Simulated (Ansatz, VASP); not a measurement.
# One calculation of Hf, two programs

INCAR

```
PREC = Accurate ; ENCUT = 520
EDIFF = 1E-6 ; ISMEAR = -1
SIGMA = 0.05 ; LREAL = False
LASPH = True ; NELM = 80
ALGO = Normal ; ISIF = 2
LWAVE = False ; LCHARG = False
GGA = PE ; NBANDS = 17
```

KPOINTS

```
Automatic mesh
0
Gamma
  10 10 5
```

File POSCAR:

```
Hf
1.0
    3.1967000000      0.0159835000      0.0000000000
   -1.5845078830      2.7604316583      0.0000000000
    0.0000000000      0.0000000000      5.0578000000
Hf
2
Direct
    0.6666666667      0.3333333333      0.7500000000
    0.3333333333      0.6666666667      0.2500000000
```

input.yaml

```yaml
crystal:
  lattice:
    - [3.1967, 0.0159835, 0.0]
    - [-1.584507883, 2.7604316583, 0.0]
    - [0.0, 0.0, 5.0578]
  atoms:
    - { symbol: Hf, position: [0.6666666667, 0.3333333333, 0.75] }
    - { symbol: Hf, position: [0.3333333333, 0.6666666667, 0.25] }
kpoints:
  mp_grid: { grid: [10, 10, 5] }
scf:
  occupations: { method: fermi_dirac, width: 0.05 }
hamiltonian:
  xc: pbe
  pseudopotentials: { kind: all_electron, lapw: { basis_error: 0.001 } }
output:
  forces: true
  stress: true
  eigenvalues: true
```

Change from the starting cell: strain = 0.01.

Alike in both runs: task single point; functional PBE; k mesh 10 × 10 × 5; occupations fermi-dirac, width 0.05 eV; no spin polarisation.

|  | VASP | Ansatz |
| --- | --- | --- |
| version | VASP 6.6.1 | Ansatz 0.2.0 |
| potentials or method | VASP PAW PBE potentials, release 64 (Hf_pv), cutoff 520 eV | all-electron LAPW, scalar-relativistic |

```csv
,VASP,Ansatz,Ansatz less VASP
gap on the k mesh at the Fermi level (eV),none,none,-
pressure (GPa),0.2,0.6,+0.46
"traceless stress, the component that is largest in VASP (GPa)",-0.67,-0.67,0.000
rms of the force components (eV/Å),0.014,0.015,+0.0002
```

Atom by atom the forces differ by 0.000 eV/Å (rms over components). A gap of «none» marks a metal or a gap that the smearing closes. Ansatz ran all-electron here, and VASP with PAW potentials.

Spin-orbit coupling is off throughout.
